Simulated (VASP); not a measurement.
# InAs (F-43m) in VASP: further runs, part 2 of 2

VASP 6.6.1. Earlier steps stand in the parts before.

### 3 Relaxation of cell and atoms, PBE, target pressure 6 GPa, at which the enthalpy is minimised

Contents of INCAR:

```
PREC = Accurate
ENCUT = 600
EDIFF = 1E-6
ISMEAR = -1
SIGMA = 0.15
LREAL = False
LASPH = True
NELM = 80
ALGO = Normal
ISIF = 3
LWAVE = False
LCHARG = False
GGA = PE
IBRION = 2
NSW = 80
EDIFFG = -0.001
PSTRESS = 60.0
```

Contents of KPOINTS:

```
Automatic mesh
0
Gamma
  12 12 12
```

Contents of POSCAR:

```
InAs
1.0
    0.0000000000      3.0937808117      3.0937808117
    3.0937808117      0.0000000000      3.0937808117
    3.0937808117      3.0937808117      0.0000000000
In As
1 1
Direct
    0.0000000000      0.0000000000      0.0000000000
    0.7500000000      0.7500000000      0.7500000000
```

Potentials or basis: VASP PAW PBE potentials, release 64 (In_d, As).

On the command line:

```bash
$ cat potpaw_PBE.64/In_d/POTCAR potpaw_PBE.64/As/POTCAR > POTCAR
$ mpirun -np 1 vasp_std > vasp.out
```

OUTCAR:

```text
PREC = Accurate
   ENCUT = 600
   EDIFF = 1E-6
   ISMEAR = -1
   LREAL = False
   LASPH = True
   NELM = 80
   ISIF = 3
   GGA = PE
   IBRION = 2
   NSW = 80
   EDIFFG = -0.001
   PSTRESS = 60.0

 ion  position               nearest neighbor table
   1  0.000  0.000  0.000-   2 2.68   2 2.68   2 2.68   2 2.68
   2  0.750  0.750  0.750-   1 2.68   1 2.68   1 2.68   1 2.68

  LATTYP: Found a face centered cubic cell.
 ALAT       =     6.1875616234

  Lattice vectors:

 A1 = (   0.0000000000,   3.0937808117,   3.0937808117)
 A2 = (   3.0937808117,   0.0000000000,   3.0937808117)
 A3 = (   3.0937808117,   3.0937808117,   0.0000000000)

Analysis of symmetry for initial positions (statically):
=====================================================================
 Subroutine PRICEL returns:
 Original cell was already a primitive cell.

 Routine SETGRP: Setting up the symmetry group for a
[... 182 lines left out ...]
      4     -10.3299      2.00000
      5     -10.3299      2.00000
      6      -7.6033      2.00000
      7       3.2908      1.99508
      8       3.8353      1.82986
      9       3.8353      1.82986
     10       3.8353      1.82986
     11       7.7091      0.00000
     12       7.7091      0.00000
     13       7.7091      0.00000
[... 633 lines left out ...]
--------------------------------------- Ionic step        8  -------------------------------------------

 number of electron      18.0000000 magnetization

 Free energy of the ion-electron system (eV)
  ---------------------------------------------------
  ext. energy  EPLUGINS =         0.00000000
  ---------------------------------------------------
  free energy    TOTEN  =        -7.62690143 eV

  energy without entropy =       -7.62466181  energy(sigma->0) =       -7.62578162

 E-fermi :   5.2209     XC(G=0):  -9.2163

 val. band max:        4.7945727787   @ k =   0.0000   0.0000   0.0000
 cond. band min:       5.7044935590   @ k =   0.0833   0.0000   0.0000
 fundamental gap:      0.9099207804
 Fermi energy:         5.2208564062

 k-point     1 :       0.0000    0.0000    0.0000
  band No.  band energies     occupation
      1      -9.6567      2.00000
      2      -9.6567      2.00000
      3      -9.6567      2.00000
      4      -9.5186      2.00000
      5      -9.5186      2.00000
      6      -7.2516      2.00000
      7       4.7430      1.92058
      8       4.7946      1.88980
      9       4.7946      1.88980
     10       4.7946      1.88980
     11       8.7137      0.00000
     12       8.7137      0.00000
     13       8.7137      0.00000
[... 401 lines left out ...]
  energy  without entropy=       -7.6246618095  energy(sigma->0) =       -7.62578162

  enthalpy is  TOTEN    =        -5.6137140243 eV   P V=        2.0131874043

 reached required accuracy - stopping structural energy minimisation
```

OSZICAR:

```text
N       E                     dE             d eps       ncg     rms          rms(c)
DAV:   1     0.119265449866E+03    0.11927E+03   -0.91565E+03  1877   0.162E+03
DAV:   2     0.111359169920E+01   -0.11815E+03   -0.11468E+03  1927   0.339E+02
DAV:   3    -0.772203874215E+01   -0.88356E+01   -0.87465E+01  2472   0.944E+01
DAV:   4    -0.796425071924E+01   -0.24221E+00   -0.24200E+00  2065   0.175E+01
[... 60 lines left out ...]
   7 F= -.56137142E+01 E0= -.56125938E+01  d E =-.237712E-04
       N       E                     dE             d eps       ncg     rms          rms(c)
DAV:   1    -0.762690313326E+01    0.18770E-03   -0.38453E-05  2287   0.139E-01    0.883E-03
DAV:   2    -0.762690159922E+01    0.15340E-05   -0.28181E-06  1537   0.437E-02    0.315E-03
DAV:   3    -0.762690142856E+01    0.17066E-06   -0.64362E-07   966   0.192E-02
   8 F= -.56137140E+01 E0= -.56125942E+01  d E =-.236219E-04
```

Wall time 8.5 min (1 thread of Intel Xeon 8259CL, shared host); peak memory 0.27 GiB.

What came out:

| Property | Result |
| --- | --- |
| Free energy | -7.6269 eV |
| Relaxed volume | 26.88 Å³/atom |
| Relaxed cell | a = 4.236 Å, b = 4.236 Å, c = 4.236 Å, α = 60.00°, β = 60.00°, γ = 60.00° |
| Space group after relaxing (to 0.1 Å) | F-43m (No. 216) |
| Energy change on relaxing (the run minimises the enthalpy) | +47.1 meV/atom |
| Ionic steps | 8 |
| Pressure after relaxing | 6.0 GPa |
| Band gap on the k mesh | zero (filled and empty bands touch) |

Step by step:
```tsv
step	energy change (eV)	largest force (eV/Å)	pressure (GPa)	volume (Å³)
1	0.0000	0.0000	0.06	59.22
2	0.2820	0.0000	11.76	50.30
3	0.0932	0.0000	5.94	53.78
4	0.0972	0.0000	6.11	53.68
5	0.0922	0.0000	5.93	53.81
6	0.0945	0.0000	6.02	53.75
7	0.0940	0.0000	5.99	53.76
8	0.0942	0.0000	6.00	53.76
```

Final structure:
```
CELL_PARAMETERS angstrom
0.00000 2.99551 2.99551
2.99551 0.00000 2.99551
2.99551 2.99551 0.00000
ATOMIC_POSITIONS crystal
In 0.00000 0.00000 0.00000
As 0.75000 0.75000 0.75000
```

Levels at points of the mesh, in eV from the Fermi level:
| k point | band 5 | band 6 | band 7 | band 8 | band 9 | band 10 | band 11 | band 12 | band 13 |
| --- | --- | --- | --- | --- | --- | --- | --- | --- | --- |
| (0.00, 0.00, 0.00) | -14.74 | -12.47 | -0.48 | -0.43 | -0.43 | -0.43 | 3.49 | 3.49 | 3.49 |
| (0.50, 0.00, 0.00) | -14.73 | -10.91 | -6.33 | -1.46 | -1.46 | 0.59 | 4.27 | 4.27 | 6.46 |
| (0.50, 0.50, 0.00) | -14.71 | -10.34 | -6.39 | -2.84 | -2.84 | 1.07 | 1.64 | 8.94 | 9.04 |

Caveat: the cell is relaxed towards a set pressure, so the run minimises the enthalpy, not the energy; semilocal functionals underestimate gaps, and a narrow one can read as zero; spin-orbit coupling is left out, which moves the levels of the heavy elements.

The gap in the log of VASP goes by the Fermi energy; the results here count the filled bands.